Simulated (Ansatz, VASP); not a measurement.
## One calculation of SiMo3, two programs

```
CELL_PARAMETERS angstrom
4.89300 0.00000 0.00000
0.00000 4.89300 0.00000
0.00000 0.00000 4.89300
ATOMIC_POSITIONS crystal
Si 0.00000 0.00000 0.00000
Si 0.50000 0.50000 0.50000
Mo 0.25000 0.00000 0.50000
Mo 0.50000 0.75000 0.00000
Mo 0.75000 0.00000 0.50000
Mo 0.50000 0.25000 0.00000
Mo 0.00000 0.50000 0.75000
Mo 0.00000 0.50000 0.25000
```

Alike in both runs: functional PBE; k mesh 10 × 10 × 10; occupations fermi-dirac, width 0.05 eV; no spin polarisation.

Ansatz relaxed the structure, and its values are those at the end. VASP's run is a single point on that final structure, the one shown.

|  | VASP | Ansatz |
| --- | --- | --- |
| version | VASP 6.6.1 | Ansatz 0.2.0 |
| potentials or method | VASP PAW PBE potentials, release 64 (Si, Mo_sv) | plane-wave PAW, scalar-relativistic |
| plane-wave cutoff (eV) | 520 | 420 |
| valence electrons in the cell | 92 | 92 |

VASP gave:

| Quantity | Value |
| --- | --- |
| pressure (GPa) | 2.5 |

Problem. Which values does Ansatz return?

Solution. Pressure (GPa): 2.0.

Ansatz's warnings: stress scf threshold loose.
